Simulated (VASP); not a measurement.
A run of VASP 6.6.1 is set up as follows.

File INCAR:

```
SYSTEM = La3AlN
ALGO = Normal ; EDIFF = 1E-6
ENCUT = 520 ; GGA = CA
ISIF = 2 ; ISMEAR = 0
LASPH = .TRUE. ; LCHARG = .TRUE.
LELF = .TRUE. ; LREAL = .FALSE.
LVHAR = .TRUE. ; LWAVE = .FALSE.
NBANDS = 28 ; NELM = 60
PREC = Accurate ; SIGMA = 0.1
```

KPOINTS

```
k-points
0
G
  5 5 5
  0 0 0
```

POSCAR

```
La3AlN
1.0
    4.9215995168      0.0000000000      0.0000000000
    0.0000000000      4.9215995168      0.0000000000
    0.0000000000      0.0000000000      4.9215995168
La Al N
3 1 1
Direct
    0.5000000000      0.5000000000      0.0000000000
    0.0000000000      0.5000000000      0.5000000000
    0.5000000000      0.0000000000      0.5000000000
    0.0000000000      0.0000000000      0.0000000000
    0.5000000000      0.5000000000      0.5000000000
```

Potentials or basis: VASP PAW LDA potentials, release 64 (La, Al, N).

Command:

```console
$ cat potpaw_LDA.64/La/POTCAR potpaw_LDA.64/Al/POTCAR potpaw_LDA.64/N/POTCAR > POTCAR
$ mpirun -np 1 vasp_std > vasp.out
```

(1) Estimate the pressure.

Answers

(1) 3.2 GPa.
